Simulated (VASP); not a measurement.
# Ti (Im-3m) in VASP: further runs

Ti is run at these levels: BLYP, LDA; tasks: single point.

All numbers are computed with VASP 6.6.1; they aren't measurements. Logs are shortened: lines on timing, memory, paths and dates and some standing lists are left out, and cuts for length are marked.

### Step 1. The cell of the first run

Symmetry: Im-3m, No. 229, cubic system. The conventional cell has a = 3.282 Å, b = 3.282 Å, c = 3.282 Å, α = 90.00°, β = 90.00°, γ = 90.00°. Within 3.7 Å of Ti (site symmetry m-3m) lie 14 Ti at 2.84 to 3.28 Å.

### Step 2. Single point, BLYP

INCAR

```
SYSTEM = Ti
AGGAC = 1.0 ; AGGAX = 1.0
ALDAC = 0.0 ; ALDAX = 1.0
ALGO = Normal ; EDIFF = 1E-6
ENCUT = 520 ; GGA = B5
ISIF = 2 ; ISMEAR = 1
LASPH = .TRUE. ; LCHARG = .FALSE.
LREAL = .FALSE. ; LWAVE = .FALSE.
NBANDS = 12 ; NELM = 100
PREC = Accurate ; SIGMA = 0.1
```

KPOINTS

```
k-points
0
G
  12 12 12
  0 0 0
```

POSCAR

```
Ti
1.0
   -1.6410000000      1.6410000000      1.6410000000
    1.6410000000     -1.6410000000      1.6410000000
    1.6410000000      1.6410000000     -1.6410000000
Ti
1
Direct
    0.0000000000      0.0000000000      0.0000000000
```

Potentials or basis: VASP PAW PBE potentials, release 64 (Ti_sv).

Command:

```console
$ cat potpaw_PBE.64/Ti_sv/POTCAR > POTCAR
$ mpirun -np 1 vasp_std > vasp.out
```

OUTCAR:

```text
SYSTEM = Ti
   EDIFF = 1E-6
   ENCUT = 520
   GGA = B5
   ISIF = 2
   ISMEAR = 1
   LASPH = .TRUE.
   LREAL = .FALSE.
   NELM = 100
   PREC = Accurate

 ion  position               nearest neighbor table
   1  0.000  0.000  0.000-

  LATTYP: Found a body centered cubic cell.
 ALAT       =     3.2820000000

  Lattice vectors:

 A1 = (  -1.6410000000,   1.6410000000,   1.6410000000)
 A2 = (   1.6410000000,  -1.6410000000,   1.6410000000)
 A3 = (   1.6410000000,   1.6410000000,  -1.6410000000)

Analysis of symmetry for initial positions (statically):
=====================================================================
 Subroutine PRICEL returns:
 Original cell was already a primitive cell.

 Routine SETGRP: Setting up the symmetry group for a
 body centered cubic supercell.

 Subroutine GETGRP returns: Found 48 space group operations
 (whereof 48 operations were pure point group operations)
 out of a pool of 48 trial point group operations.

The static configuration has the point symmetry O_h .

Analysis of symmetry for dynamics (positions and initial velocities):
=====================================================================
 Subroutine PRICEL returns:
 Original cell was already a primitive cell.

 Routine SETGRP: Setting up the symmetry group for a
 body centered cubic supercell.

 Subroutine GETGRP returns: Found 48 space group operations
 (whereof 48 operations were pure point group operations)
 out of a pool of 48 trial point group operations.

The dynamic configuration has the point symmetry O_h .

 Subroutine INISYM returns: Found 48 space group operations
 (whereof 48 operations are pure point group operations),
 and found     1 'primitive' translations

----------------------------------------------------------------------------------------

                                     Primitive cell

  volume of cell :      17.6761

  direct lattice vectors                    reciprocal lattice vectors
    -1.641000000  1.641000000  1.641000000     0.000000000  0.304692261  0.304692261
     1.641000000 -1.641000000  1.641000000     0.304692261  0.000000000  0.304692261
     1.641000000  1.641000000 -1.641000000     0.304692261  0.304692261  0.000000000

  length of vectors
     2.842295375  2.842295375  2.842295375     0.430899928  0.430899928  0.430899928

  position of ions in fractional coordinates (direct lattice)
     0.000000000  0.000000000  0.000000000

  ion indices of the primitive-cell ions
   primitive index   ion index
                 1           1

----------------------------------------------------------------------------------------

 KPOINTS: k-points

Automatic generation of k-mesh.
 Grid dimensions read from file:
 generate k-points for:   12   12   12

 Generating k-lattice:

  Cartesian coordinates                     Fractional coordinates (reciprocal lattice)
     0.000000000  0.025391022  0.025391022     0.083333333  0.000000000  0.000000000
     0.025391022  0.000000000  0.025391022     0.000000000  0.083333333  0.000000000
     0.025391022  0.025391022  0.000000000     0.000000000  0.000000000  0.083333333

  Length of vectors
     0.035908327  0.035908327  0.035908327

  Shift w.r.t. Gamma in fractional coordinates (k-lattice)
     0.000000000  0.000000000  0.000000000

 Subroutine IBZKPT returns following result:
 ===========================================

 Found     72 irreducible k-points:

 Following reciprocal coordinates:
            Coordinates               Weight
  0.000000  0.000000  0.000000      1.000000
  0.083333  0.000000  0.000000     12.000000
  0.166667  0.000000  0.000000     12.000000
  0.250000  0.000000  0.000000     12.000000
  0.333333  0.000000  0.000000     12.000000
  0.416667  0.000000  0.000000     12.000000
[... 16 lines left out ...]
  0.333333  0.083333  0.083333     24.000000
  0.416667  0.083333  0.083333     12.000000
 [... further k-points ...]
   k-points           NKPTS =     72   k-points in BZ     NKDIM =     72   number of bands    NBANDS=     12
   number of dos      NEDOS =    301   number of ions     NIONS =      1
   total plane-waves  NPLWV =  13824
   dimension x,y,z NGX =    24 NGY =   24 NGZ =   24
   dimension x,y,z NGXF=    48 NGYF=   48 NGZF=   48
   ions per type =               1
   NGX,Y,Z   is equivalent  to a cutoff of  14.04, 14.04, 14.04 a.u.
   NGXF,Y,Z  is equivalent  to a cutoff of  28.08, 28.08, 28.08 a.u.
 SYSTEM =  Ti
   PREC   = accura    normal or accurate (medium, high low for compatibility)
   ISTART =      0    job   : 0-new  1-cont  2-samecut
   ICHARG =      2    charge: 1-file 2-atom 10-const
   ISPIN  =      1    spin polarized calculation?
   LNONCOLLINEAR =      F non collinear calculations
   LSORBIT =      F    spin-orbit coupling
   LASPH  =      T    aspherical Exc in radial PAW
   ENCUT  =  520.0 eV  38.22 Ry    6.18 a.u.   5.28  5.28  5.28*2*pi/ulx,y,z
   NELM   =    100;   NELMIN=  2; NELMDL= -5     # of ELM steps
   EDIFF  = 0.1E-05   stopping-criterion for ELM
   LREAL  =      F    real-space projection
[... 7 lines left out ...]
   TEBEG  =    0.0;   TEEND  =   0.0 temperature during run
   PSTRESS=    0.0 pullay stress
   NELECT =      12.0000    total number of electrons
   NUPDOWN=      -1.0000    fix difference up-down
   EMIN   =  10.00;   EMAX   =-10.00  energy-range for DOS
   EFERMI =   0.00;   METHOD = LEGACY
   ISMEAR =     1;   SIGMA  =   0.10  broadening in eV -4-tet -1-fermi 0-gaus
   EFERMI_NEDOS =   21; number of points for ismear=-14 and -15
   IALGO  =     38    algorithm
   IMIX   =      4    mixing-type and parameters
     AMIX     =   0.40;   BMIX     =  1.00
     AMIX_MAG =   1.60;   BMIX_MAG =  1.00
  volume/ion in A,a.u.               =      17.68       119.28
  Fermi-wavevector in a.u.,A,eV,Ry     =   1.438821  2.718977 28.166848  2.070205
  Thomas-Fermi vector in A             =   2.557745
   LORBIT       =      0    0 simple, 1 ext, 2 COOP (PROOUT), +10 PAW based schemes
   GGA     = B5    functional components
   LHFCALC =     F    Hartree Fock is set to
   AEXX    =    0.0000 exact exchange contribution
   IVDW    =     0    specifies the selected vdW correction
   LEPSILON=     F    determine dielectric tensor
   LRPA    =     F    only Hartree local field effects (RPA)
 non-spin polarized calculation
 Methfessel and Paxton  Order N= 1 SIGMA  =   0.10
  energy-cutoff  :      520.00
  volume of cell :       17.68
 maximum number of plane-waves:       490
 NGX is ok and might be reduce to    24
   NGX = 11   NGY = 11   NGZ = 11

 number of electron      12.0000001 magnetization

 Free energy of the ion-electron system (eV)
  ---------------------------------------------------
  ext. energy  EPLUGINS =         0.00000000
  ---------------------------------------------------
  free energy    TOTEN  =        -6.66511609 eV

  energy without entropy =       -6.66538684  energy(sigma->0) =       -6.66520634

 E-fermi :   8.3809     XC(G=0): -10.8760

 val. band max:        8.3416326328   @ k =   0.2500   0.2500   0.0000
 cond. band min:       8.3858466237   @ k =   0.2500   0.0833   0.0000
 fundamental gap:      0.0442139909
 Fermi energy:         8.3809457698

 k-point     1 :       0.0000    0.0000    0.0000
  band No.  band energies     occupation
      1     -47.9620      2.00000
      2     -24.0054      2.00000
      3     -24.0054      2.00000
      4     -24.0054      2.00000
      5       2.6419      2.00000
      6       9.2735     -0.00000
      7       9.2735     -0.00000
      8       9.2735     -0.00000
      9      10.9785      0.00000
     10      10.9785      0.00000
     11      25.8378      0.00000
     12      25.8378      0.00000

 k-point     2 :       0.0833    0.0000    0.0000
  band No.  band energies     occupation
      1     -47.9538      2.00000
      2     -24.0500      2.00000
      3     -24.0192      2.00000
      4     -24.0057      2.00000
      5       2.8743      2.00000
      6       9.1715     -0.00000
      7       9.2440     -0.00000
      8       9.4406     -0.00000
      9      10.8651      0.00000
     10      10.9853      0.00000
     11      25.4422      0.00000
     12      25.7908      0.00000

 k-point     3 :       0.1667    0.0000    0.0000
  band No.  band energies     occupation
      1     -47.9310      2.00000
      2     -24.1703      2.00000
      3     -24.0568      2.00000
      4     -24.0064      2.00000
      5       3.5335      2.00000
      6       8.9046     -0.00000
      7       9.0880     -0.00000
      8       9.9202     -0.00000
      9      10.6924      0.00000
     10      11.0137      0.00000
     11      24.1487      0.00000
     12      25.2837      0.00000

 k-point     4 :       0.2500    0.0000    0.0000
  band No.  band energies     occupation
      1     -47.8998      2.00000
      2     -24.3318      2.00000
      3     -24.1077      2.00000
      4     -24.0074      2.00000
      5       4.4858      2.00000
      6       8.5639     -0.02666
      7       8.8005     -0.00000
      8      10.6408      0.00000
      9      10.6994      0.00000
     10      11.0762      0.00000
     11      22.0655      0.00000
     12      24.1473      0.00000

 k-point     5 :       0.3333    0.0000    0.0000
  band No.  band energies     occupation
      1     -47.8683      2.00000
      2     -24.4901      2.00000
      3     -24.1581      2.00000
      4     -24.0083      2.00000
      5       5.4194      2.00000
      6       8.2467      2.06728
      7       8.7312     -0.00001
      8      10.8396      0.00000
      9      11.1688      0.00000
     10      11.4652      0.00000
     11      19.7432      0.00000
     12      22.9571      0.00000

 k-point     6 :       0.4167    0.0000    0.0000
  band No.  band energies     occupation
      1     -47.8452      2.00000
      2     -24.6040      2.00000
      3     -24.1948      2.00000
      4     -24.0091      2.00000
      5       5.9076      2.00000
      6       8.0272      2.00001
      7       9.2195     -0.00000
      8      10.9525      0.00000
      9      11.2583      0.00000
     10      12.1647      0.00000
     11      17.7855      0.00000
     12      22.1185      0.00000

 k-point     7 :       0.5000    0.0000    0.0000
  band No.  band energies     occupation
      1     -47.8367      2.00000
      2     -24.6453      2.00000
      3     -24.2081      2.00000
      4     -24.0093      2.00000
      5       6.0039      2.00000
      6       7.9494      2.00000
      7       9.6502     -0.00000
      8      10.9630      0.00000
      9      11.2963      0.00000
     10      12.4492      0.00000
     11      16.9509      0.00000
     12      21.8188      0.00000

 k-point     8 :       0.0833    0.0833    0.0000
  band No.  band energies     occupation
      1     -47.9382      2.00000
      2     -24.1327      2.00000
      3     -24.0344      2.00000
      4     -24.0164      2.00000
      5       3.3214      2.00000
      6       9.0304     -0.00000
      7       9.0892     -0.00000
      8       9.7874     -0.00000
      9      10.6922      0.00000
     10      11.0292      0.00000
     11      24.7242      0.00000
     12      25.3953      0.00000
[... 166 lines left out ...]
 k-point    20 :       0.0833    0.0833    0.0833
  band No.  band energies     occupation
      1     -47.9180      2.00000
      2     -24.2492      2.00000
      3     -24.0375      2.00000
      4     -24.0375      2.00000
      5       3.9503      2.00000
      6       8.7559     -0.00000
      7       8.7559     -0.00000
      8      10.4092      0.00000
      9      10.8757      0.00000
     10      10.8757      0.00000
     11      24.0100      0.00000
     12      24.0100      0.00000

 k-point    21 :       0.1667    0.0833    0.0833
  band No.  band energies     occupation
      1     -47.8902      2.00000
      2     -24.3787      2.00000
      3     -24.0938      2.00000
      4     -24.0417      2.00000
      5       4.8790      2.00000
      6       8.4011      0.66662
      7       8.4472      0.10743
      8      10.8337      0.00000
      9      11.0461      0.00000
     10      11.2208      0.00000
     11      22.1293      0.00000
     12      23.0327      0.00000

 k-point    22 :       0.2500    0.0833    0.0833
  band No.  band energies     occupation
      1     -47.8624      2.00000
      2     -24.4943      2.00000
      3     -24.1620      2.00000
      4     -24.0461      2.00000
      5       5.8246      2.00000
      6       8.1078      2.00077
      7       8.3260      1.79168
      8      10.9185      0.00000
      9      11.1816      0.00000
     10      12.1299      0.00000
     11      19.8341      0.00000
     12      22.0814      0.00000

 k-point    23 :       0.3333    0.0833    0.0833
  band No.  band energies     occupation
      1     -47.8419      2.00000
      2     -24.5734      2.00000
      3     -24.2162      2.00000
      4     -24.0493      2.00000
      5       6.3107      2.00000
      6       7.9180      2.00000
      7       8.7163     -0.00002
      8      11.0193      0.00000
      9      11.2753      0.00000
     10      12.9674      0.00000
     11      17.7915      0.00000
     12      21.4042      0.00000

 k-point    24 :       0.4167    0.0833    0.0833
  band No.  band energies     occupation
      1     -47.8344      2.00000
      2     -24.6014      2.00000
      3     -24.2367      2.00000
      4     -24.0504      2.00000
      5       6.3899      2.00000
      6       7.8526      2.00000
      7       9.0704     -0.00000
      8      11.0534      0.00000
      9      11.3102      0.00000
     10      13.3804      0.00000
     11      16.8701      0.00000
     12      21.1598      0.00000

 [... further k-points ...]
[... 5 lines left out ...]
  --------------------------------------------------------------------------------------
  -------------------------------------------------------------------------------------
  Total       -0.0519432     -0.0519432     -0.0519432      0.0000000     -0.0000000      0.0000000
  in kB       -4.7081835     -4.7081835     -4.7081835      0.0000000     -0.0000000      0.0000000
  external PRESSURE =      -4.7081835 kB  Pullay stress =       0.0000000 kB

 VOLUME and BASIS-vectors are now :
 -----------------------------------------------------------------------------
  energy-cutoff  :      520.00
  volume of cell :       17.68
      direct lattice vectors                 reciprocal lattice vectors
    -1.641000000  1.641000000  1.641000000     0.000000000  0.304692261  0.304692261
     1.641000000 -1.641000000  1.641000000     0.304692261  0.000000000  0.304692261
     1.641000000  1.641000000 -1.641000000     0.304692261  0.304692261  0.000000000

 POSITION                                       TOTAL-FORCE (eV/Angst)
 -----------------------------------------------------------------------------------
      0.00000      0.00000      0.00000         0.000000     -0.000000      0.000000
 -----------------------------------------------------------------------------------
    total drift:                               -0.000000     -0.000000      0.000000

  FREE ENERGIE OF THE ION-ELECTRON SYSTEM (eV)
  ---------------------------------------------------
  free  energy   TOTEN  =        -6.6651160909 eV

  energy  without entropy=       -6.6653868388  energy(sigma->0) =       -6.66520634
```

It took 46 s on 1 thread of AMD EPYC, shared host; peak memory 0.11 GiB.

Results:

| Property | Result |
| --- | --- |
| Free energy | -6.6651 eV |
| Pressure | -0.5 GPa |
| Band gap on the k mesh | zero (band 6 reaches 9.27 eV, above the bottom of band 7 at 7.80 eV) |

Levels at points of the mesh, in eV from the Fermi level:
| k point | band 4 | band 5 | band 6 | band 7 | band 8 | band 9 |
| --- | --- | --- | --- | --- | --- | --- |
| (0.00, 0.00, 0.00) | -32.39 | -5.74 | 0.89 | 0.89 | 0.89 | 2.60 |
| (0.50, 0.00, 0.00) | -32.39 | -2.38 | -0.43 | 1.27 | 2.58 | 2.92 |
| (0.50, 0.50, 0.50) | -32.83 | -2.05 | -2.05 | 3.73 | 3.73 | 3.73 |

Caveat: the PAW data sets were made with another functional, which shifts forces and pressure a little.

### Step 3. Single point, LDA

INCAR

```
  PREC = Accurate
  ENCUT = 520
  EDIFF = 1E-7
  ISMEAR = 1
  SIGMA = 0.1
  LREAL = False
  LASPH = True
  NELM = 100
  ALGO = Normal
  ISIF = 2
  LWAVE = False
  LCHARG = False
  NBANDS = 12
```

KPOINTS

```
Automatic mesh
0
Gamma
  12 12 12
```

POSCAR is that of step 2.

Potentials or basis: VASP PAW LDA potentials, release 64 (Ti_sv).

Command:

```console
$ cat potpaw_LDA.64/Ti_sv/POTCAR > POTCAR
$ mpirun -np 1 vasp_std > vasp.out
```

Run time: 36 s. Hardware: 1 thread of AMD EPYC, shared host; peak memory 0.1 GiB.

Results (log left out):

```yaml
Free_energy: -8.3942 eV
Pressure: -11.2 GPa
Band_gap_on_the_k_mesh: zero (band 6 reaches 8.60 eV, above the bottom of band 7 at 7.08 eV)
```

Levels at points of the mesh, in eV from the Fermi level:
```csv
k point,band 3,band 4,band 5,band 6,band 7,band 8,band 9,band 10
"(0.00, 0.00, 0.00)",-32.12,-32.12,-5.86,0.92,0.92,0.92,2.65,2.65
"(0.50, 0.00, 0.00)",-32.33,-32.13,-2.43,-0.43,1.17,2.63,2.98,4.15
"(0.50, 0.50, 0.50)",-32.58,-32.58,-2.06,-2.06,3.81,3.81,3.81,8.23
```
